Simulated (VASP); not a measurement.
A run of VASP 6.6.1 is set up as follows.

INCAR

```
PREC     = Accurate       # precision mode
ENCUT    = 520            # plane-wave cutoff, eV
EDIFF    = 1E-6           # SCF threshold, eV
ISMEAR   = 0              # smearing method
SIGMA    = 0.15           # smearing width, eV
LREAL    = F              # projectors in reciprocal space
LASPH    = T              # aspherical terms in the spheres
NELM     = 100            # most SCF steps
ALGO     = Normal         # electronic algorithm
ISIF     = 2              # what is computed and relaxed
LWAVE    = F              # write WAVECAR
LCHARG   = F              # write CHGCAR
GGA      = PS             # functional
NBANDS   = 39             # bands
```

KPOINTS

```
regular mesh
0
Gamma
  10 10 10
```

Contents of POSCAR:

```
Zr2O
1.0
    4.8002881848      0.0000000000      0.0000000000
    0.0000000000      4.8002881848      0.0000000000
    0.0000000000      0.0000000000      4.8002881848
Zr O
4 2
Direct
    0.2573652534      0.2426347466      0.7500000000
    0.7426347466      0.2426347466      0.2500000000
    0.2573652534      0.7573652534      0.2500000000
    0.7426347466      0.7573652534      0.7500000000
    0.0000000000      0.0000000000      0.0000000000
    0.5000000000      0.5000000000      0.5000000000
```

Potentials or basis: VASP PAW PBE potentials, release 64 (Zr_sv, O).

Command:

```bash
$ cat potpaw_PBE.64/Zr_sv/POTCAR potpaw_PBE.64/O/POTCAR > POTCAR
$ mpirun -np 1 vasp_std > vasp.out
```

**Question.** Estimate the largest force.

**Answer.** 0.012 eV/Å.

**Question.** What does it give for the pressure?

**Answer.** 0.4 GPa.

**Question.** What does it give for the band gap on the k mesh?

**Answer.** Zero (band 30 reaches 8.90 eV, above the bottom of band 31 at 8.05 eV).

Forces on the atoms (eV/Å):
```
Zr   0.008 -0.008  0.000
Zr  -0.008 -0.008  0.000
Zr   0.008  0.008  0.000
Zr  -0.008  0.008  0.000
O    0.000  0.000  0.000
O    0.000  0.000  0.000
```

Caveat: the cell differs from its parent crystal (mode 1 (-33.3 1/cm) frozen in, largest displacement +0.050 Å); the PAW data sets were made with another functional, which shifts forces and pressure a little.
